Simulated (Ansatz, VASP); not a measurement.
One calculation of SrCl2, two programs

```
CELL_PARAMETERS angstrom
0.00000 3.49765 3.49765
3.49765 0.00000 3.49765
3.49765 3.49765 0.00000
ATOMIC_POSITIONS crystal
Sr 0.00000 0.00000 0.00000
Cl 0.25000 0.25000 0.25000
Cl 0.75000 0.75000 0.75000
```

Alike in both runs: task single point; functional PBEsol; k mesh 4 × 4 × 4; occupations fermi-dirac, width 0.001 eV; no spin polarisation.

|  | VASP | Ansatz |
| --- | --- | --- |
| version | VASP 6.6.1 | Ansatz 0.2.0 |
| potentials or method | VASP PAW PBE potentials, release 64 (Sr_sv, Cl) | plane waves |
| plane-wave cutoff (eV) | 500 | 420 |
| valence electrons in the cell | 24 | 24 |

|  | VASP | Ansatz | Ansatz less VASP |
| --- | --- | --- | --- |
| gap on the k mesh at the Fermi level (eV) | 5.10 | 5.11 | +0.010 |
| pressure (GPa) | -1.2 | -1.3 | -0.10 |

VASP's potentials were made for PBE, not for PBEsol.
